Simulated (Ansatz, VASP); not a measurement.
**One calculation of SiO, two programs**

```
Si O
1.0
     2.66631    0.00000    0.00000
    -1.33316    2.30910    0.00000
     0.00000    0.00000    3.09199
Si O
1 1
Cartesian
  1.3332 0.7697 0.0000
  0.0000 0.0000 1.5460
```

Alike in both runs: task relaxation of cell and atoms; functional PBEsol; k mesh 18 × 18 × 14; occupations fermi-dirac, width 0.15 eV; no spin polarisation.

|  | VASP | Ansatz |
| --- | --- | --- |
| version | VASP 6.6.1 | Ansatz 0.2.0 |
| potentials or method | VASP PAW PBE potentials, release 64 (Si, O), cutoff 600 eV | scalar-relativistic, plane waves, PAW |
| valence electrons in the cell | 10 | 10 |

|  | VASP | Ansatz | Ansatz less VASP |
| --- | --- | --- | --- |
| gap on the k mesh at the Fermi level, each at its own relaxed structure (eV) | none | none | - |
| relaxed volume (Å³/atom) | 9.53 | 9.53 | -0.004 |
| relaxed cell length with the largest relative difference (Å) | 3.093 | 3.092 | -0.0009 |

VASP's potentials were made for PBE, not for PBEsol. A gap of «none» marks a metal or a gap that the smearing closes.
